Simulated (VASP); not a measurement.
WC:

```xyz
2
Lattice="2.9065 0.0000 0.0000 -1.4532 2.5171 0.0000 0.0000 0.0000 2.8366" Properties=species:S:1:pos:R:3 pbc="T T T"
W     0.0000    0.0000    0.0000
C     1.4533    0.8390    1.4183
```

| Property | Result |
| --- | --- |
| Program | VASP 6.6.1 |
| Task | relaxation of cell and atoms |
| Functional | RPBE |
| Potentials or basis | VASP PAW PBE potentials, release 64 (W_sv, C) |
| Cutoff | 600 eV |
| k mesh | 10 × 10 × 9 |
| Occupations | fermi-dirac, width 0.05 eV |
| Spin | no spin polarisation |

At the start: pressure 11.0 GPa; volume 10.38 Å³/atom.

**Question.** How do energy, volume and symmetry change on relaxing?

**Answer.** Over 9 steps the energy falls by 9.8 meV/atom and the volume is 10.67 Å³/atom (+2.8 %); space group P-6m2 (No. 187, to 0.1 Å) before and after.

The path:
| step | energy change (eV) | largest force (eV/Å) | pressure (GPa) | volume (Å³) |
| --- | --- | --- | --- | --- |
| 1 | 0.0000 | 0.0000 | 10.97 | 20.75 |
| 2 | 0.1081 | 0.0000 | -23.48 | 22.96 |
| 3 | -0.0193 | 0.0000 | -0.29 | 21.35 |
| 4 | -0.0193 | 0.0000 | -0.02 | 21.33 |
| 5 | -0.0193 | 0.0000 | 0.16 | 21.32 |
| 6 | -0.0194 | 0.0000 | 0.20 | 21.33 |
| 7 | -0.0195 | 0.0000 | 0.22 | 21.33 |
| 8 | -0.0195 | 0.0000 | -0.42 | 21.36 |
| 9 | -0.0195 | 0.0000 | 0.01 | 21.34 |

Final structure:
```
W C
1.0
     2.93602    0.00000    0.00000
    -1.46801    2.54267    0.00000
     0.00000    0.00000    2.85817
W C
1 1
Direct
  0.00000 0.00000 0.00000
  0.66667 0.33333 0.50000
```

Caveat: the PAW data sets were made with another functional, which shifts forces and pressure a little.
